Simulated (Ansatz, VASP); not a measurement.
One calculation of TaN, two programs

```
CELL_PARAMETERS angstrom
-0.13545 2.19986 2.19986
2.19986 -0.13545 2.19986
2.19986 2.19986 -0.13545
ATOMIC_POSITIONS crystal
Ta 0.50000 0.50000 0.50000
N 0.00000 0.00000 0.00000
```

Alike in both runs: task single point; functional PBE; k mesh 20 × 20 × 20; occupations gaussian, width 0.15 eV; no spin polarisation.

```csv
,VASP,Ansatz
version,VASP 6.6.1,Ansatz 0.2.0
potentials or method,"VASP PAW PBE potentials, release 64 (Ta_pv, N), cutoff 520 eV","scalar-relativistic, plane waves, PAW"
valence electrons in the cell,16,18
```

```tsv
	VASP	Ansatz	Ansatz less VASP
gap on the k mesh at the Fermi level (eV)	none	none	-
pressure (GPa)	-20.2	-20.9	-0.71
traceless stress, the component that is largest in VASP (GPa)	3.78	3.82	+0.042
```

A gap of «none» marks a metal or a gap that the smearing closes. VASP's potentials hold 16 valence electrons a cell and Ansatz's 18, so a difference there can come from the potentials and not from the codes.

Spin-orbit coupling is off throughout.
